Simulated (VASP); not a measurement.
A run of VASP 6.6.1 is set up as follows.

Contents of INCAR:

```
  PREC = Accurate
  ENCUT = 520
  EDIFF = 1E-6
  ISMEAR = 0
  SIGMA = 0.1
  LREAL = False
  LASPH = True
  NELM = 150
  ALGO = Normal
  ISIF = 2
  LWAVE = False
  LCHARG = True
  ISPIN = 2
  MAGMOM = 2.79 0.28
  LORBIT = 11
  LMAXMIX = 4
  LDAU = True
  LDAUTYPE = 2
  LDAUL = 2 -1
  LDAUU = 3.32 0
  LDAUJ = 0 0
  LDAUPRINT = 1
  GGA = PE
  LELF = True
  LVHAR = True
  NBANDS = 18
```

Contents of KPOINTS:

```
regular mesh
0
Gamma
  16 16 16
```

Contents of POSCAR:

```
CoO
1.0
    0.0000000000      2.1773813051      2.1773813051
    2.1773813051      0.0000000000      2.1773813051
    2.1773813051      2.1773813051      0.0000000000
Co O
1 1
Direct
    0.0000000000      0.0000000000      0.0000000000
    0.5000000000      0.5000000000      0.5000000000
```

Potentials or basis: VASP PAW PBE potentials, release 64 (Co, O).

Launch:

```bash
$ cat potpaw_PBE.64/Co/POTCAR potpaw_PBE.64/O/POTCAR > POTCAR
$ mpirun -np 1 vasp_std > vasp.out
```

Question: What does it give for the band gap on the k mesh?

Answer: Zero (filled and empty bands overlap).

Question: Estimate the net moment.

Answer: 3.00 μB per cell.

Question: Estimate the pressure.

Answer: -11.6 GPa.

Eigenvalues of the final occupation matrices:
| site | spin | trace | eigenvalues |
| --- | --- | --- | --- |
| site 1 d | 1 | 4.91 | 0.97 0.97 0.97 1.00 1.00 |
| site 1 d | 2 | 2.21 | 0.12 0.12 0.65 0.65 0.65 |

Caveat: the cell stands under tension; a cell with one magnetic atom can't hold antiferromagnetic order, which such compounds often take. The state reached can hang on the start; a lower one may exist.
